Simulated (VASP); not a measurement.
# NbSiO4 (F-43m) in VASP: a series of runs

The runs below take NbSiO4 through single point, relaxation of cell and atoms, with PBE.

Everything below comes from runs of VASP 6.6.1. Logs are shortened: lines on timing, memory, paths and dates and some standing lists are left out, and cuts for length are marked.

## (1) The cell of the first run

It takes space group F-43m (No. 216, cubic). Conventional cell: a = 6.244 Å, b = 6.244 Å, c = 6.244 Å, α = 90.00°, β = 90.00°, γ = 90.00°. Nb (site symmetry -43m) has 12 O at 2.59 Å and 4 Si at 2.70 Å within 3.4 Å. Si (site symmetry -43m) has 12 O at 2.59 Å and 4 Nb at 2.70 Å within 3.4 Å. O (site symmetry 3m) has 6 O at 2.20 to 2.22 Å and 3 Nb at 2.59 Å and 3 Si at 2.59 Å within 2.9 Å.

The cell was built from a structure type or drawn by symmetry, and may not be a known phase.

## (2) Single point, PBE, collinear spin, ferromagnetic start

INCAR

```
  ALGO = Normal
  EDIFF = 1E-6
  ENCUT = 520
  GGA = PE
  ISIF = 2
  ISMEAR = 0
  ISPIN = 2
  LASPH = True
  LCHARG = True
  LELF = True
  LMAXMIX = 4
  LORBIT = 11
  LREAL = False
  LVHAR = True
  LWAVE = False
  MAGMOM = 0.11 0.05 0.59 0.59 0.59 0.59
  NBANDS = 34
  NELM = 150
  PREC = Accurate
  SIGMA = 0.1
```

KPOINTS

```
k-points
0
Gamma
  6 6 6
```

POSCAR

```
NbSiO4
1.0
    0.0000000000      3.1220432581      3.1220432581
    3.1220432581      0.0000000000      3.1220432581
    3.1220432581      3.1220432581      0.0000000000
Nb Si O
1 1 4
Direct
    0.7500000000      0.7500000000      0.7500000000
    0.0000000000      0.0000000000      0.0000000000
    0.8736552235      0.3754482588      0.3754482588
    0.3754482588      0.3754482588      0.3754482588
    0.3754482588      0.8736552235      0.3754482588
    0.3754482588      0.3754482588      0.8736552235
```

Potentials or basis: VASP PAW PBE potentials, release 64 (Nb_sv, Si, O).

The run is started by

```console
$ cat potpaw_PBE.64/Nb_sv/POTCAR potpaw_PBE.64/Si/POTCAR potpaw_PBE.64/O/POTCAR > POTCAR
$ mpirun -np 1 vasp_std > vasp.out
```

OUTCAR:

```text
EDIFF = 1E-6
   ENCUT = 520
   GGA = PE
   ISIF = 2
   ISMEAR = 0
   ISPIN = 2
   LASPH = True
   LORBIT = 11
   LREAL = False
   NELM = 150
   PREC = Accurate

 ion  position               nearest neighbor table
   1  0.750  0.750  0.750-   2 2.70   2 2.70   2 2.70   2 2.70
   2  0.000  0.000  0.000-   1 2.70   1 2.70   1 2.70   1 2.70
   3  0.874  0.375  0.375-
   4  0.375  0.375  0.375-
   5  0.375  0.874  0.375-
   6  0.375  0.375  0.874-

  LATTYP: Found a face centered cubic cell.
 ALAT       =     6.2440865162

  Lattice vectors:

 A1 = (   0.0000000000,   3.1220432581,   3.1220432581)
 A2 = (   3.1220432581,   0.0000000000,   3.1220432581)
 A3 = (   3.1220432581,   3.1220432581,   0.0000000000)

Analysis of symmetry for initial positions (statically):
=====================================================================
 Subroutine PRICEL returns:
 Original cell was already a primitive cell.

 Routine SETGRP: Setting up the symmetry group for a
 face centered cubic supercell.

 Subroutine GETGRP returns: Found 24 space group operations
 (whereof 24 operations were pure point group operations)
 out of a pool of 48 trial point group operations.

The static configuration has the point symmetry T_d .

Analysis of symmetry for dynamics (positions and initial velocities):
=====================================================================
 Subroutine PRICEL returns:
 Original cell was already a primitive cell.

 Routine SETGRP: Setting up the symmetry group for a
 face centered cubic supercell.

 Subroutine GETGRP returns: Found 24 space group operations
 (whereof 24 operations were pure point group operations)
 out of a pool of 48 trial point group operations.

The dynamic configuration has the point symmetry T_d .

Analysis of structural, dynamic, and magnetic symmetry:
=====================================================================
 Subroutine PRICEL returns:
 Original cell was already a primitive cell.

 Routine SETGRP: Setting up the symmetry group for a
 face centered cubic supercell.

 Subroutine GETGRP returns: Found 24 space group operations
 (whereof 24 operations were pure point group operations)
 out of a pool of 48 trial point group operations.

The overall configuration has the point symmetry T_d .

 Subroutine INISYM returns: Found 24 space group operations
 (whereof 24 operations are pure point group operations),
 and found     1 'primitive' translations

----------------------------------------------------------------------------------------

                                     Primitive cell

  volume of cell :      60.8621

  direct lattice vectors                    reciprocal lattice vectors
     0.000000000  3.122043258  3.122043258    -0.160151529  0.160151529  0.160151529
     3.122043258  0.000000000  3.122043258     0.160151529 -0.160151529  0.160151529
     3.122043258  3.122043258  0.000000000     0.160151529  0.160151529 -0.160151529

  length of vectors
     4.415235918  4.415235918  4.415235918     0.277390584  0.277390584  0.277390584

  position of ions in fractional coordinates (direct lattice)
     0.750000000  0.750000000  0.750000000
     0.000000000  0.000000000  0.000000000
     0.873655224  0.375448259  0.375448259
     0.375448259  0.375448259  0.375448259
     0.375448259  0.873655224  0.375448259
     0.375448259  0.375448259  0.873655224

  ion indices of the primitive-cell ions
   primitive index   ion index
                 1           1
                 2           2
                 3           3
                 4           4
                 5           5
                 6           6

----------------------------------------------------------------------------------------

 KPOINTS: k-points

Automatic generation of k-mesh.
 Grid dimensions read from file:
 generate k-points for:    6    6    6

 Generating k-lattice:

  Cartesian coordinates                     Fractional coordinates (reciprocal lattice)
    -0.026691921  0.026691921  0.026691921     0.166666667  0.000000000  0.000000000
     0.026691921 -0.026691921  0.026691921     0.000000000  0.166666667  0.000000000
     0.026691921  0.026691921 -0.026691921     0.000000000  0.000000000  0.166666667

  Length of vectors
     0.046231764  0.046231764  0.046231764

  Shift w.r.t. Gamma in fractional coordinates (k-lattice)
     0.000000000  0.000000000  0.000000000

 Subroutine IBZKPT returns following result:
 ===========================================

 Found     16 irreducible k-points:

 Following reciprocal coordinates:
            Coordinates               Weight
  0.000000  0.000000  0.000000      1.000000
  0.166667  0.000000  0.000000      8.000000
  0.333333  0.000000  0.000000      8.000000
  0.500000  0.000000  0.000000      4.000000
  0.166667  0.166667  0.000000      6.000000
  0.333333  0.166667  0.000000     24.000000
[... 8 lines left out ...]
 -0.333333  0.333333  0.166667     24.000000
 -0.333333  0.500000  0.166667     12.000000
   k-points           NKPTS =     16   k-points in BZ     NKDIM =     16   number of bands    NBANDS=     34
   number of dos      NEDOS =    301   number of ions     NIONS =      6
   total plane-waves  NPLWV =  46656
   dimension x,y,z NGX =    36 NGY =   36 NGZ =   36
   dimension x,y,z NGXF=    72 NGYF=   72 NGZF=   72
   ions per type =               1   1   4
   NGX,Y,Z   is equivalent  to a cutoff of  13.56, 13.56, 13.56 a.u.
   NGXF,Y,Z  is equivalent  to a cutoff of  27.11, 27.11, 27.11 a.u.
 SYSTEM =  unknown system
   PREC   = accura    normal or accurate (medium, high low for compatibility)
   ISTART =      0    job   : 0-new  1-cont  2-samecut
   ICHARG =      2    charge: 1-file 2-atom 10-const
   ISPIN  =      2    spin polarized calculation?
   LNONCOLLINEAR =      F non collinear calculations
   LSORBIT =      F    spin-orbit coupling
   LASPH  =      T    aspherical Exc in radial PAW
   ENCUT  =  520.0 eV  38.22 Ry    6.18 a.u.   8.21  8.21  8.21*2*pi/ulx,y,z
   NELM   =    150;   NELMIN=  2; NELMDL= -5     # of ELM steps
   EDIFF  = 0.1E-05   stopping-criterion for ELM
   LREAL  =      F    real-space projection
   EDIFFG = 0.1E-04   stopping-criterion for IOM
   NSW    =      0    number of steps for IOM
   IBRION =     -1    ionic relax: 0-MD 1-quasi-New 2-CG
   NFREE  =      0    steps in history (QN), initial steepest desc. (CG)
   ISIF   =      2    stress and relaxation
   ISYM   =      2    0-nonsym 1-usesym 2-fastsym
   POTIM  = 0.5000    time-step for ionic-motion
   TEBEG  =    0.0;   TEEND  =   0.0 temperature during run
   PSTRESS=    0.0 pullay stress
   NELECT =      41.0000    total number of electrons
   NUPDOWN=      -1.0000    fix difference up-down
   EMIN   =  10.00;   EMAX   =-10.00  energy-range for DOS
   EFERMI =   0.00;   METHOD = LEGACY
   ISMEAR =     0;   SIGMA  =   0.10  broadening in eV -4-tet -1-fermi 0-gaus
   EFERMI_NEDOS =   21; number of points for ismear=-14 and -15
   IALGO  =     38    algorithm
   IMIX   =      4    mixing-type and parameters
     AMIX     =   0.40;   BMIX     =  1.00
     AMIX_MAG =   1.60;   BMIX_MAG =  1.00
  volume/ion in A,a.u.               =      10.14        68.45
  Fermi-wavevector in a.u.,A,eV,Ry     =   1.435117  2.711977 28.022012  2.059560
  Thomas-Fermi vector in A             =   2.554451
   LORBIT       =     11    0 simple, 1 ext, 2 COOP (PROOUT), +10 PAW based schemes
   GGA     = PE    functional components
   LHFCALC =     F    Hartree Fock is set to
   AEXX    =    0.0000 exact exchange contribution
   IVDW    =     0    specifies the selected vdW correction
   LEPSILON=     F    determine dielectric tensor
   LRPA    =     F    only Hartree local field effects (RPA)
 spin polarized calculation
 Gauss-broadening in eV      SIGMA  =   0.10
  energy-cutoff  :      520.00
  volume of cell :       60.86
 maximum number of plane-waves:      1676
 NGX is ok and might be reduce to    36
   NGX = 17   NGY = 17   NGZ = 17

 number of electron      41.0000003 magnetization       2.3918438

 Free energy of the ion-electron system (eV)
  ---------------------------------------------------
  ext. energy  EPLUGINS =         0.00000000
  ---------------------------------------------------
  free energy    TOTEN  =       -31.68258709 eV

  energy without entropy =      -31.65659337  energy(sigma->0) =      -31.66959023

 E-fermi :   7.8037     XC(G=0): -12.2038

 val. band max:        7.7767318849   @ k =   0.3333   0.1667   0.0000
 cond. band min:       7.8224971304   @ k =   0.5000   0.3333   0.0000
 fundamental gap:      0.0457652455
 Fermi energy:         7.8037112492

 spin component 1

 k-point     1 :       0.0000    0.0000    0.0000
  band No.  band energies     occupation
      1     -48.2981      1.00000
      2     -24.2719      1.00000
      3     -24.2719      1.00000
      4     -24.2719      1.00000
      5     -13.0498      1.00000
      6      -9.2692      1.00000
[... 24 lines left out ...]
     31      19.2829      0.00000
     32      19.2829      0.00000

 k-point     2 :       0.1667    0.0000    0.0000
  band No.  band energies     occupation
      1     -48.2979      1.00000
      2     -24.2818      1.00000
      3     -24.2730      1.00000
      4     -24.2730      1.00000
      5     -12.8804      1.00000
      6      -9.5556      1.00000
[... 24 lines left out ...]
     31      19.0034      0.00000
     32      19.2778      0.00000
[... 453 lines left out ...]
     31      18.5921      0.00000
     32      19.7869      0.00000

 k-point    16 :      -0.3333    0.5000    0.1667
  band No.  band energies     occupation
      1     -48.2967      1.00000
      2     -24.3025      1.00000
      3     -24.2905      1.00000
      4     -24.2856      1.00000
      5     -11.3890      1.00000
      6     -11.3658      1.00000
[... 24 lines left out ...]
     31      18.1240      0.00000
     32      19.8475      0.00000
 Fermi energy:         7.8037112492

 spin component 2

 k-point     1 :       0.0000    0.0000    0.0000
  band No.  band energies     occupation
      1     -48.2196      1.00000
      2     -24.1837      1.00000
      3     -24.1837      1.00000
      4     -24.1837      1.00000
      5     -12.2483      1.00000
      6      -8.3123      1.00000
[... 24 lines left out ...]
     31      19.5056      0.00000
     32      19.5056      0.00000

 k-point     2 :       0.1667    0.0000    0.0000
  band No.  band energies     occupation
      1     -48.2193      1.00000
      2     -24.1933      1.00000
      3     -24.1848      1.00000
      4     -24.1848      1.00000
      5     -12.0711      1.00000
      6      -8.6143      1.00000
[... 24 lines left out ...]
     31      19.1664      0.00000
     32      19.4833      0.00000
[... 453 lines left out ...]
     31      18.7348      0.00000
     32      19.9574      0.00000

 k-point    16 :      -0.3333    0.5000    0.1667
  band No.  band energies     occupation
      1     -48.2182      1.00000
      2     -24.2132      1.00000
      3     -24.2018      1.00000
      4     -24.1970      1.00000
      5     -10.5073      1.00000
      6     -10.4966      1.00000
[... 24 lines left out ...]
     31      18.2349      0.00000
     32      20.0092      0.00000
 [bands above 32 left out]

------------------------ aborting loop because EDIFF is reached ----------------------------------------

  FORCE on cell =-STRESS in cart. coord.  units (eV):
  Direction    XX          YY          ZZ          XY          YZ          ZX
  --------------------------------------------------------------------------------------
  -------------------------------------------------------------------------------------
  Total       -0.0940067     -0.0940067     -0.0940067     -0.0000000     -0.0000000     -0.0000000
  in kB       -2.4746998     -2.4746998     -2.4746998     -0.0000000     -0.0000000     -0.0000000
  external PRESSURE =      -2.4746998 kB  Pullay stress =       0.0000000 kB

 VOLUME and BASIS-vectors are now :
 -----------------------------------------------------------------------------
  energy-cutoff  :      520.00
  volume of cell :       60.86
      direct lattice vectors                 reciprocal lattice vectors
     0.000000000  3.122043258  3.122043258    -0.160151529  0.160151529  0.160151529
     3.122043258  0.000000000  3.122043258     0.160151529 -0.160151529  0.160151529
     3.122043258  3.122043258  0.000000000     0.160151529  0.160151529 -0.160151529

 POSITION                                       TOTAL-FORCE (eV/Angst)
 -----------------------------------------------------------------------------------
      4.68306      4.68306      4.68306         0.000000      0.000000      0.000000
      0.00000      0.00000      0.00000         0.000000      0.000000      0.000000
      2.34433      3.89976      3.89976         0.001260     -0.001260     -0.001260
      2.34433      2.34433      2.34433         0.001260      0.001260      0.001260
      3.89976      2.34433      3.89976        -0.001260      0.001260     -0.001260
      3.89976      3.89976      2.34433        -0.001260     -0.001260      0.001260
 -----------------------------------------------------------------------------------
    total drift:                                0.000001      0.000001      0.000000

  FREE ENERGIE OF THE ION-ELECTRON SYSTEM (eV)
  ---------------------------------------------------
  free  energy   TOTEN  =       -31.6825870896 eV

  energy  without entropy=      -31.6565933689  energy(sigma->0) =      -31.66959023

 total charge

# of ion       s       p       d       tot
------------------------------------------
    1        2.117   5.973   2.211  10.302
    2        0.922   0.573   0.000   1.495
    3        1.636   3.137   0.000   4.773
    4        1.636   3.137   0.000   4.773
    5        1.636   3.137   0.000   4.773
    6        1.636   3.137   0.000   4.773
--------------------------------------------------
tot          9.582  19.094   2.211  30.887

 magnetization (x)

# of ion       s       p       d       tot
------------------------------------------
    1       -0.003  -0.000   0.114   0.111
    2        0.007   0.025   0.000   0.032
    3        0.005   0.487   0.000   0.493
    4        0.005   0.487   0.000   0.493
    5        0.005   0.487   0.000   0.493
    6        0.005   0.487   0.000   0.493
--------------------------------------------------
tot          0.024   1.974   0.114   2.113
```

Run time: 2.7 min. Hardware: 1 thread of AMD EPYC 7R43 (Zen 3), shared host; peak memory 0.22 GiB.

What came out:

- Free energy: -31.6826 eV
- Pressure: -0.2 GPa
- Net moment: 2.39 μB per cell
- Site moments: Nb +0.11; Si +0.03; O +0.49 μB
- Valence electrons inside the program's atomic spheres: Nb 10.30; Si 1.50; O 4.77

Forces in eV/Å, atoms in the order of the input:
```
Nb   0.000  0.000  0.000
Si   0.000  0.000  0.000
O    0.001 -0.001 -0.001
O    0.001  0.001  0.001
O   -0.001  0.001 -0.001
O   -0.001 -0.001  0.001
```

## (3) Single point, PBE, collinear spin, ferromagnetic start

This run uses another cell than the first one, of 10.67 Å³/atom.

INCAR

```
  ALGO = Normal
  EDIFF = 1E-6
  ENCUT = 520
  GGA = PE
  ISIF = 2
  ISMEAR = 0
  ISPIN = 2
  LASPH = True
  LCHARG = False
  LMAXMIX = 4
  LORBIT = 11
  LREAL = False
  LWAVE = False
  MAGMOM = 0.06 0.03 0.68 0.68 0.68 0.68
  NBANDS = 34
  NELM = 150
  PREC = Accurate
  SIGMA = 0.1
```

KPOINTS is that of step 2.

POSCAR

```
NbSiO4
1.0
    0.0000000000      3.1754489800      3.1754489800
    3.1754489800      0.0000000000      3.1754489800
    3.1754489800      3.1754489800      0.0000000000
Nb Si O
1 1 4
Direct
    0.7500000000      0.7500000000      0.7500000000
    0.0000000000      0.0000000000      0.0000000000
    0.8773100100      0.3742300000      0.3742300000
    0.3742300000      0.3742300000      0.3742300000
    0.3742300000      0.8773100100      0.3742300000
    0.3742300000      0.3742300000      0.8773100100
```

Potentials or basis: VASP PAW PBE potentials, release 64 (Nb_sv, Si, O).

The run is started by

```console
$ cat potpaw_PBE.64/Nb_sv/POTCAR potpaw_PBE.64/Si/POTCAR potpaw_PBE.64/O/POTCAR > POTCAR
$ mpirun -np 1 vasp_std > vasp.out
```

It took 2.7 min on 1 thread of AMD EPYC 7R43 (Zen 3), shared host; peak memory 0.24 GiB.

Results (log left out):

```yaml
Free_energy: -31.6007 eV
Pressure: -7.3 GPa
Largest_force: 0.269 eV/Å
Net_moment: 2.64 μB per cell
Site_moments: Nb +0.06; Si +0.02; O +0.57 μB
Valence_electrons_inside_the_program's_atomic_spheres: Nb 10.26; Si 1.47; O 4.75
```

Forces on the atoms (eV/Å):
```
Nb   0.000  0.000  0.000
Si   0.000  0.000  0.000
O    0.156 -0.156 -0.156
O    0.156  0.156  0.156
O   -0.156  0.156 -0.156
O   -0.156 -0.156  0.156
```

Levels at points of the mesh, in eV from the Fermi level:
Spin up:
| k point | band 20 | band 21 | band 22 | band 23 | band 24 | band 25 |
| --- | --- | --- | --- | --- | --- | --- |
| (0.00, 0.00, 0.00) | -0.57 | -0.57 | 0.45 | 0.45 | 0.45 | 2.42 |
| (0.50, 0.00, 0.00) | -0.13 | -0.13 | 0.56 | 0.56 | 1.10 | 1.81 |
| (0.50, 0.50, 0.00) | -0.58 | -0.58 | 0.05 | 0.05 | 0.14 | 1.83 |
Spin down:
| k point | band 15 | band 16 | band 17 | band 18 | band 19 | band 20 | band 21 | band 22 | band 23 | band 24 |
| --- | --- | --- | --- | --- | --- | --- | --- | --- | --- | --- |
| (0.00, 0.00, 0.00) | -4.78 | -0.17 | -0.17 | -0.17 | 0.22 | 0.22 | 0.22 | 2.07 | 2.07 | 2.07 |
| (0.50, 0.00, 0.00) | -2.51 | -2.51 | -2.20 | -0.95 | 0.26 | 0.81 | 0.81 | 1.40 | 1.51 | 1.51 |
| (0.50, 0.50, 0.00) | -2.28 | -2.07 | -2.02 | -2.02 | -0.59 | -0.20 | -0.20 | 0.23 | 1.62 | 1.62 |

Caveat: the cell stands under tension.

(Continued in part 2 of 2.)
